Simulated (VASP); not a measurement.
# Si (Ia-3) in VASP: single point with r2SCAN

Aim: the single point of Si with r2SCAN.

Program: VASP 6.6.1. These are calculated values, not measurements. Logs are shortened: lines on timing, memory, paths and dates and some standing lists are left out, and cuts for length are marked.

### 1 The cell of the first run

The structure is cubic, space group Ia-3 (No. 206). Conventional cell: a = 6.645 Å, b = 6.645 Å, c = 6.645 Å, α = 90.00°, β = 90.00°, γ = 90.00°. Within 3.1 Å of Si (site symmetry 3) lie 4 Si at 2.32 to 2.39 Å.

### 2 Single point, r2SCAN

Contents of POSCAR:

```
Si
1.0
   -3.3224010606      3.3224010606      3.3224010606
    3.3224010606     -3.3224010606      3.3224010606
    3.3224010606      3.3224010606     -3.3224010606
Si
8
Direct
    0.2018437575      0.2018437575      0.2018437575
    0.5000000000      0.0000000000      0.2981562425
    0.2981562425      0.5000000000      0.0000000000
    0.0000000000      0.2981562425      0.5000000000
    0.7981562425      0.7981562425      0.7981562425
    0.5000000000      0.0000000000      0.7018437575
    0.7018437575      0.5000000000      0.0000000000
    0.0000000000      0.7018437575      0.5000000000
```

Contents of INCAR.step1:

```
SYSTEM = Si
PREC     = Accurate       ! precision mode
ENCUT    = 520            ! plane-wave cutoff, eV
ISMEAR   = -1             ! smearing method
SIGMA    = 0.15           ! smearing width, eV
LREAL    = .False.        ! projectors in reciprocal space
LASPH    = .True.         ! aspherical terms in the spheres
NELM     = 80             ! most SCF steps
NBANDS   = 26             ! bands
GGA      = PE             ! functional
ALGO     = Normal         ! electronic algorithm
EDIFF    = 1E-4           ! SCF threshold, eV
LWAVE    = .True.         ! write WAVECAR
LCHARG   = .False.        ! write CHGCAR
```

Contents of INCAR.step2:

```
SYSTEM = Si
PREC     = Accurate       ! precision mode
ENCUT    = 520            ! plane-wave cutoff, eV
EDIFF    = 1E-7           ! SCF threshold, eV
ISMEAR   = -1             ! smearing method
SIGMA    = 0.15           ! smearing width, eV
LREAL    = .False.        ! projectors in reciprocal space
LASPH    = .True.         ! aspherical terms in the spheres
NELM     = 80             ! most SCF steps
ALGO     = Normal         ! electronic algorithm
ISIF     = 2              ! what is computed and relaxed
LWAVE    = .False.        ! write WAVECAR
LCHARG   = .True.         ! write CHGCAR
METAGGA  = R2SCAN         ! meta-GGA
LMIXTAU  = .True.       
LELF     = .True.         ! ELF
LVHAR    = .True.       
NBANDS   = 26             ! bands
ISTART   = 1
```

Contents of KPOINTS:

```
regular mesh
0
Gamma
  8 8 8
  0 0 0
```

Potentials or basis: VASP PAW PBE potentials, release 64 (Si).

The run is started by

```console
$ cat potpaw_PBE.64/Si/POTCAR > POTCAR
$ cp INCAR.step1 INCAR
$ mpirun -np 1 vasp_std > vasp.out
$ cp INCAR.step2 INCAR
$ mpirun -np 1 vasp_std > vasp.out
```

OUTCAR:

```text
SYSTEM = Si
   PREC = Accurate
   ENCUT = 520
   EDIFF = 1E-7
   ISMEAR = -1
   LREAL = .False.
   LASPH = .True.
   NELM = 80
   ISIF = 2
   METAGGA = R2SCAN
   ISTART = 1

 ion  position               nearest neighbor table
   1  0.202  0.202  0.202-   5 2.32   3 2.39   4 2.39   2 2.39
   2  0.500  0.000  0.298-   6 2.32   4 2.39   1 2.39   3 2.39
   3  0.298  0.500  0.000-   7 2.32   2 2.39   1 2.39   4 2.39
   4  0.000  0.298  0.500-   8 2.32   3 2.39   1 2.39   2 2.39
   5  0.798  0.798  0.798-   1 2.32   6 2.39   7 2.39   8 2.39
   6  0.500  0.000  0.702-   2 2.32   5 2.39   7 2.39   8 2.39
   7  0.702  0.500  0.000-   3 2.32   5 2.39   8 2.39   6 2.39
   8  0.000  0.702  0.500-   4 2.32   5 2.39   6 2.39   7 2.39

  LATTYP: Found a body centered cubic cell.
 ALAT       =     6.6448021212

  Lattice vectors:

 A1 = (  -3.3224010606,   3.3224010606,   3.3224010606)
 A2 = (   3.3224010606,  -3.3224010606,   3.3224010606)
 A3 = (   3.3224010606,   3.3224010606,  -3.3224010606)

Analysis of symmetry for initial positions (statically):
=====================================================================
 Subroutine PRICEL returns:
 Original cell was already a primitive cell.

 Routine SETGRP: Setting up the symmetry group for a
 body centered cubic supercell.

 Subroutine GETGRP returns: Found 24 space group operations
 (whereof  6 operations were pure point group operations)
 out of a pool of 48 trial point group operations.

The static configuration has the point symmetry S_6 .
 The point group associated with its full space group is T_h .

Analysis of symmetry for dynamics (positions and initial velocities):
=====================================================================
 Subroutine PRICEL returns:
 Original cell was already a primitive cell.

 Routine SETGRP: Setting up the symmetry group for a
 body centered cubic supercell.

 Subroutine GETGRP returns: Found 24 space group operations
 (whereof  6 operations were pure point group operations)
 out of a pool of 48 trial point group operations.

The dynamic configuration has the point symmetry S_6 .
 The point group associated with its full space group is T_h .

 Subroutine INISYM returns: Found 24 space group operations
 (whereof  6 operations are pure point group operations),
 and found     1 'primitive' translations

[... 109 lines left out ...]
   NSW    =      0    number of steps for IOM
   IBRION =     -1    ionic relax: 0-MD 1-quasi-New 2-CG
   NFREE  =      0    steps in history (QN), initial steepest desc. (CG)
   ISIF   =      2    stress and relaxation
   ISYM   =      2    0-nonsym 1-usesym 2-fastsym
   POTIM  = 0.5000    time-step for ionic-motion
   TEBEG  =    0.0;   TEEND  =   0.0 temperature during run
   PSTRESS=    0.0 pullay stress
   NELECT =      32.0000    total number of electrons
   NUPDOWN=      -1.0000    fix difference up-down
   EMIN   =  10.00;   EMAX   =-10.00  energy-range for DOS
   EFERMI =   0.00;   METHOD = LEGACY
   ISMEAR =    -1;   SIGMA  =   0.15  broadening in eV -4-tet -1-fermi 0-gaus
   EFERMI_NEDOS =   21; number of points for ismear=-14 and -15
   IALGO  =     38    algorithm
   IMIX   =      4    mixing-type and parameters
     AMIX     =   0.40;   BMIX     =  1.00
     AMIX_MAG =   1.60;   BMIX_MAG =  1.00
  volume/ion in A,a.u.               =      18.34       123.74
  Fermi-wavevector in a.u.,A,eV,Ry     =   0.985491  1.862308 13.213883  0.971193
  Thomas-Fermi vector in A             =   2.116802
   LORBIT       =      0    0 simple, 1 ext, 2 COOP (PROOUT), +10 PAW based schemes
   METAGGA = R2SCAN    functional components
   LHFCALC =     F    Hartree Fock is set to
   AEXX    =    0.0000 exact exchange contribution
   IVDW    =     0    specifies the selected vdW correction
   LEPSILON=     F    determine dielectric tensor
   LRPA    =     F    only Hartree local field effects (RPA)
 non-spin polarized calculation
  energy-cutoff  :      520.00
  volume of cell :      146.70
 maximum number of plane-waves:      3997
 NGX is ok and might be reduce to    48
   NGX = 21   NGY = 21   NGZ = 21

 number of electron      32.0000000 magnetization

 Free energy of the ion-electron system (eV)
  ---------------------------------------------------
  ext. energy  EPLUGINS =         0.00000000
  ---------------------------------------------------
  free energy    TOTEN  =       -68.71189893 eV

  energy without entropy =      -68.66001828  energy(sigma->0) =      -68.68595860

 E-fermi :   7.0308     XC(G=0): -10.3821

 val. band max:        6.9615619097   @ k =   0.5000   0.5000   0.3750
 cond. band min:       7.1391059984   @ k =   0.5000   0.5000   0.3750
 fundamental gap:      0.1775440887
 Fermi energy:         7.0307725567

 k-point     1 :       0.0000    0.0000    0.0000
  band No.  band energies     occupation
      1      -6.2463      2.00000
      2      -1.6755      2.00000
      3      -1.3424      2.00000
      4      -1.3424      2.00000
      5      -1.3424      2.00000
      6       0.3287      2.00000
[... 685 lines left out ...]
     25      11.3357      0.00000
     26      11.8793      0.00000

 [... further k-points ...]

------------------------ aborting loop because EDIFF is reached ----------------------------------------

  FORCE on cell =-STRESS in cart. coord.  units (eV):
  Direction    XX          YY          ZZ          XY          YZ          ZX
  --------------------------------------------------------------------------------------
  -------------------------------------------------------------------------------------
  Total       -0.1971304     -0.1971304     -0.1971304     -0.0000000     -0.0000000     -0.0000000
  in kB       -2.1530195     -2.1530195     -2.1530195     -0.0000000     -0.0000000     -0.0000000
  external PRESSURE =      -2.1530195 kB  Pullay stress =       0.0000000 kB

 VOLUME and BASIS-vectors are now :
 -----------------------------------------------------------------------------
  energy-cutoff  :      520.00
  volume of cell :      146.70
      direct lattice vectors                 reciprocal lattice vectors
    -3.322401061  3.322401061  3.322401061     0.000000000  0.150493571  0.150493571
     3.322401061 -3.322401061  3.322401061     0.150493571  0.000000000  0.150493571
     3.322401061  3.322401061 -3.322401061     0.150493571  0.150493571  0.000000000

 POSITION                                       TOTAL-FORCE (eV/Angst)
 -----------------------------------------------------------------------------------
      0.67061      0.67061      0.67061        -0.005953     -0.005953     -0.005953
     -0.67061      2.65180      0.67061         0.005953      0.005953     -0.005953
      0.67061     -0.67061      2.65180        -0.005953      0.005953      0.005953
      2.65180      0.67061     -0.67061         0.005953     -0.005953      0.005953
      2.65180      2.65180      2.65180         0.005953      0.005953      0.005953
      0.67061      3.99301     -0.67061        -0.005953     -0.005953      0.005953
     -0.67061      0.67061      3.99301         0.005953     -0.005953     -0.005953
      3.99301     -0.67061      0.67061        -0.005953      0.005953     -0.005953
 -----------------------------------------------------------------------------------
    total drift:                                0.000000      0.000000      0.000000

  FREE ENERGIE OF THE ION-ELECTRON SYSTEM (eV)
  ---------------------------------------------------
  free  energy   TOTEN  =       -68.7118989300 eV

  energy  without entropy=      -68.6600182775  energy(sigma->0) =      -68.68595860
```

OUTCAR.step1:

```text
SYSTEM = Si
   PREC = Accurate
   ENCUT = 520
   ISMEAR = -1
   LREAL = .False.
   LASPH = .True.
   NELM = 80
[... 941 lines left out ...]
      0.67061      3.99301     -0.67061         0.092234      0.092234     -0.092234
     -0.67061      0.67061      3.99301        -0.092234      0.092234      0.092234
      3.99301     -0.67061      0.67061         0.092234     -0.092234      0.092234
 -----------------------------------------------------------------------------------
    total drift:                               -0.000000     -0.000000      0.000000

  FREE ENERGIE OF THE ION-ELECTRON SYSTEM (eV)
  ---------------------------------------------------
  free  energy   TOTEN  =       -42.1594273645 eV

  energy  without entropy=      -42.0862538002  energy(sigma->0) =      -42.12284058
```

OSZICAR.step1:

```text
N       E                     dE             d eps       ncg     rms          rms(c)
DAV:   1     0.582263626132E+02    0.58226E+02   -0.12113E+04  1820   0.102E+03
DAV:   2    -0.379940477820E+02   -0.96220E+02   -0.88429E+02  2256   0.144E+02
DAV:   3    -0.427254801376E+02   -0.47314E+01   -0.46203E+01  2466   0.286E+01
DAV:   4    -0.427978277887E+02   -0.72348E-01   -0.72129E-01  2234   0.441E+00
DAV:   5    -0.427991860464E+02   -0.13583E-02   -0.13574E-02  2430   0.540E-01    0.938E+00
DAV:   6    -0.423080747874E+02    0.49111E+00   -0.34803E-01  2272   0.252E+00    0.558E+00
DAV:   7    -0.421640589163E+02    0.14402E+00   -0.47941E-01  2308   0.287E+00    0.690E-01
DAV:   8    -0.421595165286E+02    0.45424E-02   -0.77456E-02  2120   0.133E+00    0.380E-01
DAV:   9    -0.421598903867E+02   -0.37386E-03   -0.38600E-03  2286   0.344E-01    0.185E-01
DAV:  10    -0.421594629807E+02    0.42741E-03   -0.68617E-04  2246   0.136E-01    0.602E-02
DAV:  11    -0.421594273645E+02    0.35616E-04   -0.37050E-04  2084   0.798E-02
   1 F= -.42159427E+02 E0= -.42122841E+02  d E =-.731736E-01
```

It took 18 min on 1 thread of Intel Xeon 8259CL, shared host; peak memory 0.4 GiB.

Results:

| Property | Result |
| --- | --- |
| Free energy | -68.7119 eV |
| Pressure | -0.2 GPa |
| Largest force | 0.010 eV/Å |
| Band gap on the k mesh | zero (bands 16 and 17 overlap by 0.02 eV) |

Forces on the atoms (eV/Å):
```
Si  -0.006 -0.006 -0.006
Si   0.006  0.006 -0.006
Si  -0.006  0.006  0.006
Si   0.006 -0.006  0.006
Si   0.006  0.006  0.006
Si  -0.006 -0.006  0.006
Si   0.006 -0.006 -0.006
Si  -0.006  0.006 -0.006
```

Caveat: semilocal functionals underestimate gaps, so a narrow gap can read as zero; the PAW data sets were made with another functional, which shifts forces and pressure a little.
